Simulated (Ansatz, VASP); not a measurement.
## One calculation of Si2Ni, two programs

```
Ni Si
1.0
     0.00000    2.69561    2.69561
     2.69561    0.00000    2.69561
     2.69561    2.69561    0.00000
Ni Si
1 2
Direct
  0.00000 0.00000 0.00000
  0.25000 0.25000 0.25000
  0.75000 0.75000 0.75000
```

Alike in both runs: functional PBEsol; k mesh 14 × 14 × 14; occupations gaussian, width 0.1 eV; no spin polarisation.

Ansatz relaxed the structure, and its values are those at the end. VASP's run is a single point on that final structure, the one shown.

```csv
,VASP,Ansatz
version,VASP 6.6.1,Ansatz 0.2.0
potentials or method,"VASP PAW PBE potentials, release 64 (Ni, Si), cutoff 600 eV","scalar-relativistic, plane waves, PAW"
valence electrons in the cell,18,26
```

```tsv
	VASP	Ansatz	Ansatz less VASP
gap on the k mesh at the Fermi level (eV)	none	none	-
pressure (GPa)	0.1	0.0	-0.06
```

VASP's potentials were made for PBE, not for PBEsol, and Ansatz warns of the same on its side. A gap of «none» marks a metal or a gap that the smearing closes. VASP's potentials hold 18 valence electrons a cell and Ansatz's 26, so a difference there can come from the potentials and not from the codes.
